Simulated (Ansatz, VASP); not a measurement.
**Two plane-wave programs on GaSb3**

```
Ga Sb
1.0
     0.00000    3.58577    3.58577
     3.58577    0.00000    3.58577
     3.58577    3.58577    0.00000
Ga Sb
1 3
Cartesian
  -0.1520 0.0000 0.0000
  1.7795 1.7929 1.7929
  5.4473 5.3787 5.3787
  3.6175 3.5858 3.5858
```

Change from the starting cell: mode 4 frozen in at -0.041 Å and mode 7 at -0.152 Å (largest displacements).

Alike in both runs: task single point; functional PBEsol; dispersion D3(BJ); k mesh 10 × 10 × 10; occupations gaussian, width 0.15 eV; no spin polarisation.

|  | VASP | Ansatz |
| --- | --- | --- |
| version | VASP 6.6.1 | Ansatz 0.2.0 |
| potentials or method | VASP PAW PBE potentials, release 64 (Ga_d, Sb), cutoff 520 eV | scalar-relativistic, plane waves, PAW |
| valence electrons in the cell | 28 | 58 |

Ansatz gave:

```
gap on the k mesh at the Fermi level (eV)                     : none
pressure (GPa)                                                : 0.4
traceless stress, the component that is largest in VASP (GPa) : -0.32
rms of the force components (eV/Å)                            : 0.141
```

Question: Which values does VASP return?

Answer: gap on the k mesh at the Fermi level (eV): none; pressure (GPa): 0.5; traceless stress, the component that is largest in VASP (GPa): -0.33; rms of the force components (eV/Å): 0.143.

VASP's potentials were made for PBE, not for PBEsol, and Ansatz warns of the same on its side. Atom by atom the forces differ by 0.002 eV/Å (rms over components). A gap of «none» marks a metal or a gap that the smearing closes. VASP's potentials hold 28 valence electrons a cell and Ansatz's 58, so a difference there can come from the potentials and not from the codes.

Spin-orbit coupling is off throughout.
